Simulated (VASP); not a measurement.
# Ti3N3O in VASP: further runs

The runs below take Ti3N3O through single point, with PBE.

All numbers are computed with VASP 6.6.1; they aren't measurements. Logs are shortened: lines on timing, memory, paths and dates and some standing lists are left out, and cuts for length are marked.

## Step 1: The cell of the first run

The cell holds a slab with vacuum, 7 atoms: a = 3.003 Å, b = 3.003 Å, c = 23.054 Å, α = 90.00°, β = 90.00°, γ = 120.00°.

## Step 2: Single point, PBE, collinear spin, ferromagnetic start

Input file INCAR:

```
ALGO = Normal
DIPOL = 0.5 0.5 0.342
EDIFF = 1E-7
ENCUT = 520
GGA = PE
IDIPOL = 3
ISIF = 2
ISMEAR = 0
ISPIN = 2
LASPH = True
LCHARG = False
LDIPOL = True
LMAXMIX = 4
LORBIT = 11
LREAL = False
LWAVE = False
MAGMOM = 0 0 0 0 0 0 2
NBANDS = 42
NELM = 150
PREC = Accurate
SIGMA = 0.1
```

Input file KPOINTS:

```
k-points
0
Gamma
  9 9 1
```

Input file POSCAR:

```
Ti3N3O
1.0
    3.0028555065      0.0000000000      0.0000000000
   -1.5014277533      2.6005491526      0.0000000000
    0.0000000000      0.0000000000     23.0541471875
N Ti O
3 3 1
Direct
    0.3333333333      0.6666666667      0.1735045746
    0.0000000000      0.0000000000      0.2798551255
    0.6666666667      0.3333333333      0.3877458571
    0.6666666667      0.3333333333      0.2266798501
    0.3333333333      0.6666666667      0.3342486897
    0.0000000000      0.0000000000      0.4361101326
    0.1666666667      0.0000000000      0.5579970963
```

Potentials or basis: VASP PAW PBE potentials, release 64 (N, Ti_sv, O).

The run is started by

```bash
cat potpaw_PBE.64/N/POTCAR potpaw_PBE.64/Ti_sv/POTCAR potpaw_PBE.64/O/POTCAR > POTCAR
mpirun -np 1 vasp_std > vasp.out
```

OUTCAR:

```text
EDIFF = 1E-7
   ENCUT = 520
   GGA = PE
   ISIF = 2
   ISMEAR = 0
   ISPIN = 2
   LASPH = True
   LORBIT = 11
   LREAL = False
   NELM = 150
   PREC = Accurate

 ion  position               nearest neighbor table
   1  0.333  0.667  0.174-   4 2.12   4 2.12   4 2.12
   2  0.000  0.000  0.280-   4 2.12   4 2.12   4 2.12   5 2.14   5 2.14   5 2.14
   3  0.667  0.333  0.388-   6 2.06   6 2.06   6 2.06   5 2.13   5 2.13   5 2.13
   4  0.667  0.333  0.227-   2 2.12   2 2.12   2 2.12   1 2.12   1 2.12   1 2.12
   5  0.333  0.667  0.334-   3 2.13   3 2.13   3 2.13   2 2.14   2 2.14   2 2.14   6 2.92   6 2.92
                             6 2.92
   6  0.000  0.000  0.436-   3 2.06   3 2.06   3 2.06   5 2.92   5 2.92   5 2.92
   7  0.167  0.000  0.558-

  LATTYP: Found a hexagonal cell.
 ALAT       =     3.0028555065
 C/A-ratio  =     7.6774080996

  Lattice vectors:

 A1 = (   3.0028555065,   0.0000000000,   0.0000000000)
 A2 = (  -1.5014277533,   2.6005491526,   0.0000000000)
 A3 = (   0.0000000000,   0.0000000000,  23.0541471875)

Analysis of symmetry for initial positions (statically):
=====================================================================
 Subroutine PRICEL returns:
 Original cell was already a primitive cell.

 Routine SETGRP: Setting up the symmetry group for a
 hexagonal supercell.

 Subroutine GETGRP returns: Found  1 space group operations
 (whereof  1 operations were pure point group operations)
 out of a pool of 24 trial point group operations.

The static configuration has the point symmetry C_1 .

Analysis of symmetry for dynamics (positions and initial velocities):
=====================================================================
 Subroutine PRICEL returns:
 Original cell was already a primitive cell.

 Routine SETGRP: Setting up the symmetry group for a
 hexagonal supercell.

 Subroutine GETGRP returns: Found  1 space group operations
 (whereof  1 operations were pure point group operations)
 out of a pool of 24 trial point group operations.

The dynamic configuration has the point symmetry C_1 .

Analysis of structural, dynamic, and magnetic symmetry:
=====================================================================
 Subroutine PRICEL returns:
 Original cell was already a primitive cell.

 Routine SETGRP: Setting up the symmetry group for a
 hexagonal supercell.

 Subroutine GETGRP returns: Found  1 space group operations
 (whereof  1 operations were pure point group operations)
 out of a pool of 24 trial point group operations.

The overall configuration has the point symmetry C_1 .

 Subroutine INISYM returns: Found  1 space group operations
 (whereof  1 operations are pure point group operations),
 and found     1 'primitive' translations

----------------------------------------------------------------------------------------

                                     Primitive cell

  volume of cell :     180.0315

  direct lattice vectors                    reciprocal lattice vectors
     3.002855506  0.000000000  0.000000000     0.333016357  0.192267083  0.000000000
    -1.501427753  2.600549153  0.000000000     0.000000000  0.384534166  0.000000000
     0.000000000  0.000000000 23.054147187     0.000000000  0.000000000  0.043376144

  length of vectors
     3.002855506  3.002855507 23.054147187     0.384534166  0.384534166  0.043376144

  position of ions in fractional coordinates (direct lattice)
     0.333333333  0.666666667  0.173504575
     0.000000000  0.000000000  0.279855125
     0.666666667  0.333333333  0.387745857
     0.666666667  0.333333333  0.226679850
     0.333333333  0.666666667  0.334248690
     0.000000000  0.000000000  0.436110133
     0.166666667  0.000000000  0.557997096

  ion indices of the primitive-cell ions
   primitive index   ion index
                 1           1
                 2           2
                 3           3
                 4           4
                 5           5
[... 58 lines left out ...]
   total plane-waves  NPLWV = 103680
   dimension x,y,z NGX =    24 NGY =   24 NGZ =  180
   dimension x,y,z NGXF=    48 NGYF=   48 NGZF=  360
   ions per type =               3   3   1
   NGX,Y,Z   is equivalent  to a cutoff of  13.29, 13.29, 12.98 a.u.
   NGXF,Y,Z  is equivalent  to a cutoff of  26.57, 26.57, 25.96 a.u.
 SYSTEM =  unknown system
   PREC   = accura    normal or accurate (medium, high low for compatibility)
   ISTART =      0    job   : 0-new  1-cont  2-samecut
   ICHARG =      2    charge: 1-file 2-atom 10-const
   ISPIN  =      2    spin polarized calculation?
   LNONCOLLINEAR =      F non collinear calculations
   LSORBIT =      F    spin-orbit coupling
   LASPH  =      T    aspherical Exc in radial PAW
   ENCUT  =  520.0 eV  38.22 Ry    6.18 a.u.   5.58  5.58 42.87*2*pi/ulx,y,z
   NELM   =    150;   NELMIN=  2; NELMDL= -5     # of ELM steps
   EDIFF  = 0.1E-06   stopping-criterion for ELM
   LREAL  =      F    real-space projection
   EDIFFG = 0.1E-05   stopping-criterion for IOM
   NSW    =      0    number of steps for IOM
   IBRION =     -1    ionic relax: 0-MD 1-quasi-New 2-CG
   NFREE  =      0    steps in history (QN), initial steepest desc. (CG)
   ISIF   =      2    stress and relaxation
   ISYM   =      2    0-nonsym 1-usesym 2-fastsym
   POTIM  = 0.5000    time-step for ionic-motion
   TEBEG  =    0.0;   TEEND  =   0.0 temperature during run
   PSTRESS=    0.0 pullay stress
   NELECT =      57.0000    total number of electrons
   NUPDOWN=      -1.0000    fix difference up-down
   EMIN   =  10.00;   EMAX   =-10.00  energy-range for DOS
   EFERMI =   0.00;   METHOD = LEGACY
   ISMEAR =     0;   SIGMA  =   0.10  broadening in eV -4-tet -1-fermi 0-gaus
   EFERMI_NEDOS =   21; number of points for ismear=-14 and -15
   IALGO  =     38    algorithm
   IMIX   =      4    mixing-type and parameters
     AMIX     =   0.40;   BMIX     =  1.00
     AMIX_MAG =   1.60;   BMIX_MAG =  1.00
  volume/ion in A,a.u.               =      25.72       173.56
  Fermi-wavevector in a.u.,A,eV,Ry     =   1.115793  2.108543 16.939169  1.244994
  Thomas-Fermi vector in A             =   2.252401
   LORBIT       =     11    0 simple, 1 ext, 2 COOP (PROOUT), +10 PAW based schemes
   GGA     = PE    functional components
   LHFCALC =     F    Hartree Fock is set to
   AEXX    =    0.0000 exact exchange contribution
   IVDW    =     0    specifies the selected vdW correction
   LEPSILON=     F    determine dielectric tensor
   LRPA    =     F    only Hartree local field effects (RPA)
 spin polarized calculation
 Gauss-broadening in eV      SIGMA  =   0.10
  energy-cutoff  :      520.00
  volume of cell :      180.03
 maximum number of plane-waves:      4899
   NGX = 11   NGY = 11   NGZ = 85

 dipolmoment           0.000000      0.000000     -0.001366 electrons x Angstroem

 number of electron      57.0000015 magnetization       1.3495370

 dipolmoment           0.000000      0.000000      0.002390 electrons x Angstroem

 Free energy of the ion-electron system (eV)
  ---------------------------------------------------
  ext. energy  EPLUGINS =         0.00000000
  ---------------------------------------------------
  free energy    TOTEN  =       -57.77181770 eV

  energy without entropy =      -57.75572929  energy(sigma->0) =      -57.76377349

 E-fermi :  -1.5758     XC(G=0):  -5.7125

 val. band max:       -1.5786894448   @ k =  -0.2222   0.4444   0.0000
 cond. band min:      -1.5476991222   @ k =   0.3333   0.3333   0.0000
 fundamental gap:      0.0309903226
 Fermi energy:        -1.5758115929

 spin component 1

 k-point     1 :       0.0000    0.0000    0.0000
  band No.  band energies     occupation
      1     -59.1224      1.00000
      2     -58.8920      1.00000
      3     -58.1097      1.00000
      4     -35.5969      1.00000
      5     -35.1826      1.00000
      6     -35.1798      1.00000
[... 1021 lines left out ...]
     39       2.0601      0.00000
     40       2.4775      0.00000

 [... further k-points ...]

 spin component 2

 k-point     1 :       0.0000    0.0000    0.0000
  band No.  band energies     occupation
      1     -59.0916      1.00000
      2     -59.0056      1.00000
      3     -58.1091      1.00000
      4     -35.6226      1.00000
      5     -35.2283      1.00000
      6     -35.1446      1.00000
[... 1021 lines left out ...]
     39       2.0565      0.00000
     40       2.4543      0.00000

 [... further k-points ...]

 [bands above 40 left out]

------------------------ aborting loop because EDIFF is reached ----------------------------------------

 vacuum level on the upper side and lower side of the slab       (xc-potential included)        -0.073        -0.059

  FORCE on cell =-STRESS in cart. coord.  units (eV):
  Direction    XX          YY          ZZ          XY          YZ          ZX
  --------------------------------------------------------------------------------------
  -------------------------------------------------------------------------------------
  Total       -1.6210275     -1.4687350     -9.5028376     -0.0300335     -0.0060956     -0.1815478
  in kB      -14.4262149    -13.0708994    -84.5698042     -0.2672809     -0.0542474     -1.6156709
  external PRESSURE =     -37.3556395 kB  Pullay stress =       0.0000000 kB

 VOLUME and BASIS-vectors are now :
 -----------------------------------------------------------------------------
  energy-cutoff  :      520.00
  volume of cell :      180.03
      direct lattice vectors                 reciprocal lattice vectors
     3.002855506  0.000000000  0.000000000     0.333016357  0.192267083  0.000000000
    -1.501427753  2.600549153  0.000000000     0.000000000  0.384534166  0.000000000
     0.000000000  0.000000000 23.054147187     0.000000000  0.000000000  0.043376144

 POSITION                                       TOTAL-FORCE (eV/Angst)
 -----------------------------------------------------------------------------------
     -0.00000      1.73370      4.00000         0.002086     -0.000761      4.210382
      0.00000      0.00000      6.45182         0.005770      0.000881      1.259235
      1.50143      0.86685      8.93915        -0.030724      0.013064      0.111324
      1.50143      0.86685      5.22591        -0.000452      0.000604     -5.442640
     -0.00000      1.73370      7.70582        -0.017944     -0.004079     -0.137629
      0.00000      0.00000     10.05415         0.121625     -0.009848      2.089042
      0.50048      0.00000     12.86415        -0.080361      0.000139     -2.089714
 -----------------------------------------------------------------------------------
    total drift:                                0.000017      0.000000      0.000373

  FREE ENERGIE OF THE ION-ELECTRON SYSTEM (eV)
  ---------------------------------------------------
  free  energy   TOTEN  =       -57.7718176984 eV

  energy  without entropy=      -57.7557292853  energy(sigma->0) =      -57.76377349

 vacuum level on the upper side and lower side of the slab         6.793         6.763

 total charge

# of ion       s       p       d       tot
------------------------------------------
    1        1.311   2.199   0.000   3.511
    2        1.250   2.492   0.000   3.742
    3        1.252   2.498   0.000   3.750
    4        2.193   6.225   1.883  10.301
    5        2.180   6.222   1.975  10.377
    6        2.175   6.146   1.989  10.311
    7        1.621   2.959   0.000   4.580
--------------------------------------------------
tot         11.982  28.742   5.847  46.571

 magnetization (x)

# of ion       s       p       d       tot
------------------------------------------
    1       -0.000  -0.002   0.000  -0.002
    2       -0.000  -0.002   0.000  -0.002
    3       -0.000   0.002   0.000   0.001
    4       -0.000  -0.000   0.001   0.000
    5        0.000   0.000   0.042   0.043
    6       -0.006  -0.015  -0.119  -0.140
    7        0.013   1.273   0.000   1.286
--------------------------------------------------
tot          0.007   1.256  -0.076   1.188
```

Wall time 25 min (1 thread of Intel Xeon 6975P-C (Granite Rapids), shared host); peak memory 0.67 GiB.

What came out:

```yaml
Free_energy: -57.7718 eV
Largest_force: 5.443 eV/Å
Net_moment: 1.35 μB per cell
Site_moments: N -0.00, +0.00; Ti +0.00, +0.04, -0.14; O +1.29 μB
Valence_electrons_inside_the_program's_atomic_spheres: N 3.51, 3.74, 3.75; Ti 10.30, 10.38, 10.31; O 4.58
```

Forces on the atoms (eV/Å):
```
N    0.002 -0.001  4.210
N    0.006  0.001  1.259
N   -0.031  0.013  0.111
Ti   0.000  0.001 -5.443
Ti  -0.018 -0.004 -0.138
Ti   0.122 -0.010  2.089
O   -0.080  0.000 -2.090
```

Levels at points of the mesh, in eV from the Fermi level:
Spin up:
```csv
k point,band 25,band 26,band 27,band 28,band 29,band 30,band 31,band 32,band 33,band 34
"(0.00, 0.00, 0.00)",-1.87,-1.14,-0.28,-0.28,0.30,0.30,0.44,1.45,1.45,1.56
```
Spin down:
```csv
k point,band 24,band 25,band 26,band 27,band 28,band 29,band 30,band 31,band 32,band 33
"(0.00, 0.00, 0.00)",-1.11,-0.29,-0.28,0.27,0.27,0.42,1.32,1.36,1.38,1.46
```

## Step 3: Single point, PBE, collinear spin, ferromagnetic start

Input file INCAR:

```
PREC = Accurate
ENCUT = 520
EDIFF = 1E-6
ISMEAR = 0
SIGMA = 0.1
LREAL = False
LASPH = True
NELM = 150
ALGO = Normal
ISIF = 2
LWAVE = False
LCHARG = True
ISPIN = 2
MAGMOM = 0 0 0 0 0 0 2
LORBIT = 11
LMAXMIX = 4
LDIPOL = True
IDIPOL = 3
DIPOL = 0.5 0.5 0.337
GGA = PE
LELF = True
LVHAR = True
LVACPOTAV = True
NBANDS = 42
```

Input file KPOINTS:

```
Automatic mesh
0
Gamma
  9 9 1
```

Edit POSCAR of step 2 so:

```diff
@@ -14,2 +14,2 @@
     0.0000000000      0.0000000000      0.4361101326
-    0.1666666667      0.0000000000      0.5579970963
+    0.3333333333      0.0000000000      0.5237299428
```

Potentials or basis: VASP PAW PBE potentials, release 64 (N, Ti_sv, O).

The run is started by

```bash
cat potpaw_PBE.64/N/POTCAR potpaw_PBE.64/Ti_sv/POTCAR potpaw_PBE.64/O/POTCAR > POTCAR
mpirun -np 1 vasp_std > vasp.out
```

Run time: 16 min. Hardware: 1 thread of Intel Xeon 6975P-C (Granite Rapids), shared host; peak memory 0.67 GiB.

Results (log left out):

* Free energy: -60.0420 eV
* Largest force: 5.492 eV/Å
* Net moment: 0.93 μB per cell
* Site moments: N +0.10, +0.01; Ti -0.03, +0.05, -0.17; O +0.81 μB
* Valence electrons inside the program's atomic spheres: N 3.51, 3.74, 3.76; Ti 10.30, 10.37, 10.28; O 4.66

Forces in eV/Å, atoms in the order of the input:
```
N    0.008 -0.006  4.250
N    0.021  0.007  1.295
N   -0.170  0.127 -0.080
Ti  -0.007 -0.005 -5.492
Ti  -0.067  0.016 -0.210
Ti   0.689 -0.072  4.312
O   -0.474 -0.067 -4.076
```

Levels at points of the mesh, in eV from the Fermi level:
Spin up:
```
           k point  band 26  band 27  band 28  band 29  band 30  band 31  band 32  band 33
(0.00, 0.00, 0.00)    -1.08    -0.38    -0.38     0.18     0.20     0.40     1.36     1.40
```
Spin down:
| k point | band 24 | band 25 | band 26 | band 27 | band 28 | band 29 | band 30 | band 31 | band 32 | band 33 |
| --- | --- | --- | --- | --- | --- | --- | --- | --- | --- | --- |
| (0.00, 0.00, 0.00) | -1.13 | -0.36 | -0.36 | 0.05 | 0.15 | 0.24 | 0.72 | 0.82 | 1.32 | 1.38 |

## Step 4: Single point, PBE, collinear spin, ferromagnetic start

Input file INCAR:

```
SYSTEM = Ti3N3O
PREC     = Accurate       ! precision mode
ENCUT    = 520            ! plane-wave cutoff, eV
EDIFF    = 1E-6           ! SCF threshold, eV
ISMEAR   = 0              ! smearing method
SIGMA    = 0.1            ! smearing width, eV
LREAL    = .FALSE.        ! projectors in reciprocal space
LASPH    = .TRUE.         ! aspherical terms in the spheres
NELM     = 150            ! most SCF steps
ALGO     = Normal         ! electronic algorithm
ISIF     = 2              ! what is computed and relaxed
LWAVE    = .FALSE.        ! write WAVECAR
LCHARG   = .TRUE.         ! write CHGCAR
ISPIN    = 2              ! spin polarisation
MAGMOM   = 0 0 0 0 0 0 2  ! initial moments
LORBIT   = 11             ! projections on sites
LMAXMIX  = 4              ! l up to which the mixer works
LDIPOL   = .TRUE.       
IDIPOL   = 3            
DIPOL    = 0.5 0.5 0.335
GGA      = PE             ! functional
LELF     = .TRUE.         ! ELF
LVHAR    = .TRUE.       
LVACPOTAV= .TRUE.       
NBANDS   = 42             ! bands
```

Input file KPOINTS:

```
Automatic mesh
0
G
  9 9 1
  0 0 0
```

Edit POSCAR of step 3 so:

```diff
@@ -14,2 +14,2 @@
     0.0000000000      0.0000000000      0.4361101326
-    0.3333333333      0.0000000000      0.5237299428
+    0.1666666667      0.0000000000      0.5072470082
```

The run is started by

```bash
cat potpaw_PBE.64/N/POTCAR potpaw_PBE.64/Ti_sv/POTCAR potpaw_PBE.64/O/POTCAR > POTCAR
mpirun -np 1 vasp_std > vasp.out
```

Wall time 40 min (1 thread of Intel Xeon 6975P-C, shared host); peak memory 0.69 GiB.

It converged, with:

```yaml
Free_energy: -61.9258 eV
Largest_force: 5.254 eV/Å
Net_moment: 0.00 μB per cell
Valence_electrons_inside_the_program's_atomic_spheres: N 3.51, 3.74, 3.78; Ti 10.30, 10.37, 10.62; O 4.86
```

Forces on the atoms (eV/Å):
```
N    0.011 -0.005  4.176
N   -0.005 -0.007  1.129
N   -0.542  0.143 -0.393
Ti   0.007 -0.006 -5.254
Ti  -0.027  0.052 -0.498
Ti   0.273  0.009  3.361
O    0.283 -0.184 -2.521
```

Levels at points of the mesh, in eV from the Fermi level:
Spin up:
```tsv
k point	band 24	band 25	band 26	band 27	band 28	band 29	band 30	band 31	band 32	band 33
(0.00, 0.00, 0.00)	-1.44	-1.01	-0.79	-0.28	-0.27	0.37	0.47	0.73	1.60	1.76
```
Spin down:
| k point | band 24 | band 25 | band 26 | band 27 | band 28 | band 29 | band 30 | band 31 | band 32 | band 33 |
| --- | --- | --- | --- | --- | --- | --- | --- | --- | --- | --- |
| (0.00, 0.00, 0.00) | -1.44 | -1.01 | -0.79 | -0.28 | -0.27 | 0.37 | 0.47 | 0.73 | 1.60 | 1.76 |
